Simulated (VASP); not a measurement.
# Ti (P6_3/mmc) in VASP: notebook

Runs on Ti. Level: PBE. Tasks: single point, relaxation of cell and atoms.

Everything below comes from runs of VASP 6.6.1. Logs are shortened: lines on timing, memory, paths and dates and some standing lists are left out, and cuts for length are marked.

## (1) The cell of the first run

Symmetry: P6_3/mmc, No. 194, hexagonal system. The conventional cell has a = 2.925 Å, b = 2.925 Å, c = 4.700 Å, α = 90.00°, β = 90.00°, γ = 120.00°. Within 3.8 Å of Ti (site symmetry -6m2) lie 12 Ti at 2.89 to 2.92 Å.

## (2) Single point, PBE

Contents of INCAR:

```
PREC     = Accurate       # precision mode
ENCUT    = 520            # plane-wave cutoff, eV
EDIFF    = 1E-6           # SCF threshold, eV
ISMEAR   = 0              # smearing method
SIGMA    = 0.05           # smearing width, eV
LREAL    = False          # projectors in reciprocal space
LASPH    = True           # aspherical terms in the spheres
NELM     = 80             # most SCF steps
ALGO     = Normal         # electronic algorithm
ISIF     = 2              # what is computed and relaxed
LWAVE    = False          # write WAVECAR
LCHARG   = False          # write CHGCAR
GGA      = PE             # functional
NBANDS   = 19             # bands
```

Contents of KPOINTS:

```
Automatic mesh
0
Gamma
  7 7 4
```

Contents of POSCAR:

```
Ti
1.0
    2.9245198639      0.0000000000      0.0000000000
   -1.4622599319      2.5327084960      0.0000000000
    0.0000000000      0.0000000000      4.6998720584
Ti
2
Direct
    0.3333333333      0.6666666667      0.2500000000
    0.6666666667      0.3333333333      0.7500000000
```

Potentials or basis: VASP PAW PBE potentials, release 64 (Ti_sv).

Run with:

```console
> cat potpaw_PBE.64/Ti_sv/POTCAR > POTCAR
> mpirun -np 1 vasp_std > vasp.out
```

OUTCAR:

```text
PREC = Accurate
   ENCUT = 520
   EDIFF = 1E-6
   ISMEAR = 0
   LREAL = False
   LASPH = True
   NELM = 80
   ISIF = 2
   GGA = PE

 ion  position               nearest neighbor table
   1  0.333  0.667  0.250-   2 2.89   2 2.89   2 2.89   2 2.89   2 2.89   2 2.89
   2  0.667  0.333  0.750-   1 2.89   1 2.89   1 2.89   1 2.89   1 2.89   1 2.89

  LATTYP: Found a hexagonal cell.
 ALAT       =     2.9245198639
 C/A-ratio  =     1.6070576632

  Lattice vectors:

 A1 = (   2.9245198639,   0.0000000000,   0.0000000000)
 A2 = (  -1.4622599319,   2.5327084960,   0.0000000000)
 A3 = (   0.0000000000,   0.0000000000,   4.6998720584)

Analysis of symmetry for initial positions (statically):
=====================================================================
 Subroutine PRICEL returns:
 Original cell was already a primitive cell.

 Routine SETGRP: Setting up the symmetry group for a
 hexagonal supercell.

 Subroutine GETGRP returns: Found 24 space group operations
 (whereof 12 operations were pure point group operations)
 out of a pool of 24 trial point group operations.

The static configuration has the point symmetry D_3d.
 The point group associated with its full space group is D_6h.

Analysis of symmetry for dynamics (positions and initial velocities):
=====================================================================
 Subroutine PRICEL returns:
 Original cell was already a primitive cell.

 Routine SETGRP: Setting up the symmetry group for a
 hexagonal supercell.

 Subroutine GETGRP returns: Found 24 space group operations
 (whereof 12 operations were pure point group operations)
 out of a pool of 24 trial point group operations.

The dynamic configuration has the point symmetry D_3d.
 The point group associated with its full space group is D_6h.

 Subroutine INISYM returns: Found 24 space group operations
 (whereof 12 operations are pure point group operations),
 and found     1 'primitive' translations

----------------------------------------------------------------------------------------

                                     Primitive cell

  volume of cell :      34.8117

  direct lattice vectors                    reciprocal lattice vectors
     2.924519864  0.000000000  0.000000000     0.341936470  0.197417113  0.000000000
    -1.462259932  2.532708496  0.000000000     0.000000000  0.394834227  0.000000000
     0.000000000  0.000000000  4.699872058     0.000000000  0.000000000  0.212771749

  length of vectors
     2.924519864  2.924519864  4.699872058     0.394834227  0.394834227  0.212771749

  position of ions in fractional coordinates (direct lattice)
     0.333333333  0.666666667  0.250000000
     0.666666667  0.333333333  0.750000000

  ion indices of the primitive-cell ions
   primitive index   ion index
                 1           1
                 2           2

----------------------------------------------------------------------------------------

 KPOINTS: Automatic mesh

Automatic generation of k-mesh.
 Grid dimensions read from file:
 generate k-points for:    7    7    4

 Generating k-lattice:

  Cartesian coordinates                     Fractional coordinates (reciprocal lattice)
     0.048848067  0.028202445  0.000000000     0.142857143  0.000000000  0.000000000
     0.000000000  0.056404890  0.000000000     0.000000000  0.142857143  0.000000000
     0.000000000  0.000000000  0.053192937     0.000000000  0.000000000  0.250000000

  Length of vectors
     0.056404890  0.056404890  0.053192937

  Shift w.r.t. Gamma in fractional coordinates (k-lattice)
     0.000000000  0.000000000  0.000000000

 Subroutine IBZKPT returns following result:
 ===========================================

 Found     24 irreducible k-points:

 Following reciprocal coordinates:
            Coordinates               Weight
  0.000000  0.000000  0.000000      1.000000
  0.142857 -0.000000  0.000000      6.000000
  0.285714 -0.000000  0.000000      6.000000
  0.428571 -0.000000  0.000000      6.000000
  0.142857  0.142857  0.000000      6.000000
  0.285714  0.142857  0.000000     12.000000
[... 16 lines left out ...]
  0.428571  0.142857  0.500000      6.000000
  0.285714  0.285714  0.500000      6.000000
   k-points           NKPTS =     24   k-points in BZ     NKDIM =     24   number of bands    NBANDS=     19
   number of dos      NEDOS =    301   number of ions     NIONS =      2
   total plane-waves  NPLWV =  20736
   dimension x,y,z NGX =    24 NGY =   24 NGZ =   36
   dimension x,y,z NGXF=    48 NGYF=   48 NGZF=   72
   ions per type =               2
   NGX,Y,Z   is equivalent  to a cutoff of  13.64, 13.64, 12.73 a.u.
   NGXF,Y,Z  is equivalent  to a cutoff of  27.29, 27.29, 25.47 a.u.
 SYSTEM =  unknown system
   PREC   = accura    normal or accurate (medium, high low for compatibility)
   ISTART =      0    job   : 0-new  1-cont  2-samecut
   ICHARG =      2    charge: 1-file 2-atom 10-const
   ISPIN  =      1    spin polarized calculation?
   LNONCOLLINEAR =      F non collinear calculations
   LSORBIT =      F    spin-orbit coupling
   LASPH  =      T    aspherical Exc in radial PAW
   ENCUT  =  520.0 eV  38.22 Ry    6.18 a.u.   5.44  5.44  8.74*2*pi/ulx,y,z
   NELM   =     80;   NELMIN=  2; NELMDL= -5     # of ELM steps
   EDIFF  = 0.1E-05   stopping-criterion for ELM
   LREAL  =      F    real-space projection
   EDIFFG = 0.1E-04   stopping-criterion for IOM
   NSW    =      0    number of steps for IOM
   IBRION =     -1    ionic relax: 0-MD 1-quasi-New 2-CG
   NFREE  =      0    steps in history (QN), initial steepest desc. (CG)
   ISIF   =      2    stress and relaxation
   ISYM   =      2    0-nonsym 1-usesym 2-fastsym
   POTIM  = 0.5000    time-step for ionic-motion
   TEBEG  =    0.0;   TEEND  =   0.0 temperature during run
   PSTRESS=    0.0 pullay stress
   NELECT =      24.0000    total number of electrons
   NUPDOWN=      -1.0000    fix difference up-down
   EMIN   =  10.00;   EMAX   =-10.00  energy-range for DOS
   EFERMI =   0.00;   METHOD = LEGACY
   ISMEAR =     0;   SIGMA  =   0.05  broadening in eV -4-tet -1-fermi 0-gaus
   EFERMI_NEDOS =   21; number of points for ismear=-14 and -15
   IALGO  =     38    algorithm
   IMIX   =      4    mixing-type and parameters
     AMIX     =   0.40;   BMIX     =  1.00
     AMIX_MAG =   1.60;   BMIX_MAG =  1.00
  volume/ion in A,a.u.               =      17.41       117.46
  Fermi-wavevector in a.u.,A,eV,Ry     =   1.446228  2.732974 28.457595  2.091574
  Thomas-Fermi vector in A             =   2.564320
   LORBIT       =      0    0 simple, 1 ext, 2 COOP (PROOUT), +10 PAW based schemes
   GGA     = PE    functional components
   LHFCALC =     F    Hartree Fock is set to
   AEXX    =    0.0000 exact exchange contribution
   IVDW    =     0    specifies the selected vdW correction
   LEPSILON=     F    determine dielectric tensor
   LRPA    =     F    only Hartree local field effects (RPA)
 non-spin polarized calculation
 Gauss-broadening in eV      SIGMA  =   0.05
  energy-cutoff  :      520.00
  volume of cell :       34.81
 maximum number of plane-waves:       966
 NGX is ok and might be reduce to    24
   NGX = 11   NGY = 11   NGZ = 17

 number of electron      23.9999994 magnetization

 Free energy of the ion-electron system (eV)
  ---------------------------------------------------
  ext. energy  EPLUGINS =         0.00000000
  ---------------------------------------------------
  free energy    TOTEN  =       -15.67611337 eV

  energy without entropy =      -15.67327575  energy(sigma->0) =      -15.67469456

 E-fermi :   8.3868     XC(G=0): -11.4885

 val. band max:        8.3833904757   @ k =   0.0000   0.0000   0.2500
 cond. band min:       8.4347182238   @ k =   0.2857   0.2857   0.2500
 fundamental gap:      0.0513277481
 Fermi energy:         8.3868054656

 k-point     1 :       0.0000    0.0000    0.0000
  band No.  band energies     occupation
      1     -48.5569      2.00000
      2     -48.4287      2.00000
      3     -25.1181      2.00000
      4     -24.4983      2.00000
      5     -24.4983      2.00000
      6     -24.4360      2.00000
[... 11 lines left out ...]
     18      10.0020      0.00000
     19      11.4581      0.00000

 k-point     2 :       0.1429   -0.0000    0.0000
  band No.  band energies     occupation
      1     -48.5373      2.00000
      2     -48.4203      2.00000
      3     -25.0749      2.00000
      4     -24.5893      2.00000
      5     -24.5273      2.00000
      6     -24.4990      2.00000
[... 11 lines left out ...]
     18       9.9164      0.00000
     19      11.5907      0.00000

 k-point     3 :       0.2857   -0.0000    0.0000
  band No.  band energies     occupation
      1     -48.4904      2.00000
      2     -48.4040      2.00000
      3     -24.9639      2.00000
      4     -24.7964      2.00000
      5     -24.6985      2.00000
      6     -24.5887      2.00000
[... 11 lines left out ...]
     18      10.8089      0.00000
     19      11.7591      0.00000

 k-point     4 :       0.4286   -0.0000    0.0000
  band No.  band energies     occupation
      1     -48.4465      2.00000
      2     -48.3969      2.00000
      3     -24.9635      2.00000
      4     -24.8506      2.00000
      5     -24.8423      2.00000
      6     -24.6356      2.00000
[... 11 lines left out ...]
     18      11.8317      0.00000
     19      11.9720      0.00000

 k-point     5 :       0.1429    0.1429    0.0000
  band No.  band energies     occupation
      1     -48.5040      2.00000
      2     -48.4080      2.00000
      3     -24.9975      2.00000
      4     -24.7042      2.00000
      5     -24.6789      2.00000
      6     -24.5502      2.00000
[... 11 lines left out ...]
     18      10.7111      0.00000
     19      11.6539      0.00000

 k-point     6 :       0.2857    0.1429    0.0000
  band No.  band energies     occupation
      1     -48.4575      2.00000
      2     -48.3974      2.00000
      3     -24.8785      2.00000
      4     -24.8755      2.00000
      5     -24.8028      2.00000
      6     -24.6430      2.00000
[... 11 lines left out ...]
     18      11.6872      0.00000
     19      11.9296      0.00000

 k-point     7 :       0.4286    0.1429    0.0000
  band No.  band energies     occupation
      1     -48.4314      2.00000
      2     -48.3979      2.00000
      3     -24.9596      2.00000
      4     -24.8461      2.00000
      5     -24.7929      2.00000
      6     -24.6926      2.00000
[... 11 lines left out ...]
     18      11.6948      0.00000
     19      13.0179      0.00000

 k-point     8 :       0.2857    0.2857    0.0000
  band No.  band energies     occupation
      1     -48.4233      2.00000
      2     -48.3998      2.00000
      3     -24.8976      2.00000
      4     -24.8208      2.00000
      5     -24.7639      2.00000
      6     -24.7389      2.00000
[... 256 lines left out ...]
 k-point    20 :       0.4286   -0.0000    0.5000
  band No.  band energies     occupation
      1     -48.4217      2.00000
      2     -48.4217      2.00000
      3     -25.0184      2.00000
      4     -25.0184      2.00000
      5     -24.5978      2.00000
      6     -24.5978      2.00000
[... 11 lines left out ...]
     18      11.6898      0.00000
     19      11.9756      0.00000

 k-point    21 :       0.1429    0.1429    0.5000
  band No.  band energies     occupation
      1     -48.4562      2.00000
      2     -48.4562      2.00000
      3     -24.8521      2.00000
      4     -24.8521      2.00000
      5     -24.5804      2.00000
      6     -24.5804      2.00000
[... 11 lines left out ...]
     18      11.1388      0.00000
     19      11.5105      0.00000

 k-point    22 :       0.2857    0.1429    0.5000
  band No.  band energies     occupation
      1     -48.4274      2.00000
      2     -48.4274      2.00000
      3     -24.9562      2.00000
      4     -24.9562      2.00000
      5     -24.6397      2.00000
      6     -24.6397      2.00000
[... 11 lines left out ...]
     18      11.6618      0.00000
     19      12.1597      0.00000

 k-point    23 :       0.4286    0.1429    0.5000
  band No.  band energies     occupation
      1     -48.4146      2.00000
      2     -48.4146      2.00000
      3     -25.0100      2.00000
      4     -25.0100      2.00000
      5     -24.6674      2.00000
      6     -24.6674      2.00000
[... 11 lines left out ...]
     18      11.5866      0.00000
     19      13.1131      0.00000

 k-point    24 :       0.2857    0.2857    0.5000
  band No.  band energies     occupation
      1     -48.4114      2.00000
      2     -48.4114      2.00000
      3     -24.9594      2.00000
      4     -24.9594      2.00000
      5     -24.7485      2.00000
      6     -24.7485      2.00000
[... 11 lines left out ...]
     18      11.5676      0.00000
     19      14.1139      0.00000

------------------------ aborting loop because EDIFF is reached ----------------------------------------

  FORCE on cell =-STRESS in cart. coord.  units (eV):
  Direction    XX          YY          ZZ          XY          YZ          ZX
  --------------------------------------------------------------------------------------
  -------------------------------------------------------------------------------------
  Total       -0.0522626     -0.0522626     -0.0561657     -0.0000000     -0.0000000     -0.0000000
  in kB       -2.4053351     -2.4053351     -2.5849744     -0.0000000     -0.0000000     -0.0000000
  external PRESSURE =      -2.4652149 kB  Pullay stress =       0.0000000 kB

 VOLUME and BASIS-vectors are now :
 -----------------------------------------------------------------------------
  energy-cutoff  :      520.00
  volume of cell :       34.81
      direct lattice vectors                 reciprocal lattice vectors
     2.924519864  0.000000000  0.000000000     0.341936470  0.197417113  0.000000000
    -1.462259932  2.532708496  0.000000000     0.000000000  0.394834227  0.000000000
     0.000000000  0.000000000  4.699872058     0.000000000  0.000000000  0.212771749

 POSITION                                       TOTAL-FORCE (eV/Angst)
 -----------------------------------------------------------------------------------
     -0.00000      1.68847      1.17497         0.000000      0.000000      0.000000
      1.46226      0.84424      3.52490        -0.000000     -0.000000      0.000000
 -----------------------------------------------------------------------------------
    total drift:                               -0.000000      0.000000     -0.000000

  FREE ENERGIE OF THE ION-ELECTRON SYSTEM (eV)
  ---------------------------------------------------
  free  energy   TOTEN  =       -15.6761133652 eV

  energy  without entropy=      -15.6732757501  energy(sigma->0) =      -15.67469456
```

It took 19 s on 1 thread of Intel Xeon 8259CL, shared host; peak memory 0.16 GiB.

Results:

| Property | Result |
| --- | --- |
| Free energy | -15.6761 eV |
| Pressure | -0.2 GPa |
| Band gap on the k mesh | zero (band 12 reaches 9.09 eV, above the bottom of band 13 at 8.09 eV) |

Levels at points of the mesh, in eV from the Fermi level:
| k point | band 8 | band 9 | band 10 | band 11 | band 12 | band 13 | band 14 | band 15 | band 16 | band 17 |
| --- | --- | --- | --- | --- | --- | --- | --- | --- | --- | --- |
| (0.00, 0.00, 0.00) | -32.79 | -6.28 | -2.77 | 0.56 | 0.70 | 0.70 | 0.72 | 1.17 | 1.17 | 1.62 |
| (0.00, 0.00, 0.50) | -32.84 | -4.46 | -4.46 | -0.05 | -0.05 | 0.63 | 0.63 | 0.63 | 0.63 | 2.71 |

(Continued in part 2 of 2.)
